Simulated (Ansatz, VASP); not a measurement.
## Ta3AsAu2O13 in VASP and in Ansatz

The input INCAR:

```
SYSTEM = Ta3AsAu2O13
ALGO = Normal
EDIFF = 1E-6
ENCUT = 520
GGA = PS
ISIF = 2
ISMEAR = -1
LASPH = .TRUE.
LCHARG = .FALSE.
LREAL = Auto
LWAVE = .FALSE.
NBANDS = 84
NELM = 60
PREC = Accurate
SIGMA = 0.05
```

File KPOINTS:

```
k-points
0
G
  3 3 3
  0 0 0
```

The input POSCAR:

```
Ta3AsAu2O13
1.0
    5.2423700000      3.0266800000      4.1427300000
   -5.2423700000      3.0266800000      4.1427300000
    0.0000000000     -6.0533700000      4.1427300000
Ta As Au O
3 1 2 13
Direct
    0.2310800000      0.5722900000      0.2310800000
    0.2310800000      0.2310800000      0.5722900000
    0.5722900000      0.2310800000      0.2310800000
    0.5587800000      0.5587800000      0.5587800000
    0.9655900000      0.9655900000      0.9655900000
    0.7510500000      0.7510500000      0.7510500000
    0.4088400000      0.6676200000      0.4088400000
    0.4088400000      0.4088400000      0.6676200000
    0.6676200000      0.4088400000      0.4088400000
    0.4972600000      0.0131300000      0.3602400000
    0.3602400000      0.4972600000      0.0131300000
    0.0131300000      0.3602400000      0.4972600000
    0.3602400000      0.0131300000      0.4972600000
    0.0131300000      0.4972600000      0.3602400000
    0.4972600000      0.3602400000      0.0131300000
    0.1096300000      0.7480600000      0.1096300000
    0.1096300000      0.1096300000      0.7480600000
    0.7480600000      0.1096300000      0.1096300000
    0.3084000000      0.3084000000      0.3084000000
```

input.yaml

```yaml
crystal:
  lattice:
    - [5.24237, 3.02668, 4.14273]
    - [-5.24237, 3.02668, 4.14273]
    - [0.0, -6.05337, 4.14273]
  atoms:
    - { symbol: Ta, position: [0.23108, 0.57229, 0.23108] }
    - { symbol: Ta, position: [0.23108, 0.23108, 0.57229] }
    - { symbol: Ta, position: [0.57229, 0.23108, 0.23108] }
    - { symbol: As, position: [0.55878, 0.55878, 0.55878] }
    - { symbol: Au, position: [0.96559, 0.96559, 0.96559] }
    - { symbol: Au, position: [0.75105, 0.75105, 0.75105] }
    - { symbol: O, position: [0.40884, 0.66762, 0.40884] }
    - { symbol: O, position: [0.40884, 0.40884, 0.66762] }
    - { symbol: O, position: [0.66762, 0.40884, 0.40884] }
    - { symbol: O, position: [0.49726, 0.01313, 0.36024] }
    - { symbol: O, position: [0.36024, 0.49726, 0.01313] }
    - { symbol: O, position: [0.01313, 0.36024, 0.49726] }
    - { symbol: O, position: [0.36024, 0.01313, 0.49726] }
    - { symbol: O, position: [0.01313, 0.49726, 0.36024] }
    - { symbol: O, position: [0.49726, 0.36024, 0.01313] }
    - { symbol: O, position: [0.10963, 0.74806, 0.10963] }
    - { symbol: O, position: [0.10963, 0.10963, 0.74806] }
    - { symbol: O, position: [0.74806, 0.10963, 0.10963] }
    - { symbol: O, position: [0.3084, 0.3084, 0.3084] }
kpoints:
  mp_grid: { grid: [3, 3, 3] }
  band_path:
    path:
      - [0.0, 0.0, 0.0]
      - [0.4894532459, -0.5105467541, 0.4894532459]
      - [0.5, -0.5, 0.5]
      - [0.4789064917, 0.4789064917, 0.4789064917]
      - [0.0, 0.0, 0.0]
      - [0.5, -0.5, 0.0]
      - [0.5105467541, -0.4894532459, -0.4894532459]
      - [0.5210935083, -0.4789064917, -0.4789064917]
    npoints: 12
scf:
  occupations: { method: fermi_dirac, width: 0.05 }
hamiltonian:
  xc: pbesol
  pseudopotentials: { kind: all_electron, lapw: { basis_error: 0.003 } }
output:
  forces: true
  stress: true
  eigenvalues: true
```

Alike in both runs: functional PBEsol; k mesh 3 × 3 × 3; occupations fermi-dirac, width 0.05 eV; no spin polarisation.

```csv
,VASP,Ansatz
version,VASP 6.6.1,Ansatz 0.2.0
potentials or method,"VASP PAW PBE potentials, release 64 (Ta_pv, As, Au, O), cutoff 520 eV","all-electron LAPW, scalar-relativistic"
task,single point,band structure
```

|  | VASP | Ansatz | Ansatz less VASP |
| --- | --- | --- | --- |
| gap on the k mesh at the Fermi level (eV) | 1.03 | 1.05 | +0.020 |
| least direct gap on the mesh (eV) | 1.08 | 1.10 | +0.020 |
| pressure (GPa) | -2.3 | -3.0 | -0.65 |
| traceless stress, the component that is largest in VASP (GPa) | 0.29 | 0.58 | +0.288 |
| rms of the force components (eV/Å) | 0.107 | 0.142 | +0.0342 |

VASP's potentials were made for PBE, not for PBEsol. Atom by atom the forces differ by 0.108 eV/Å (rms over components). Ansatz ran all-electron here, and VASP with PAW potentials.

Neither program's run includes spin-orbit coupling.
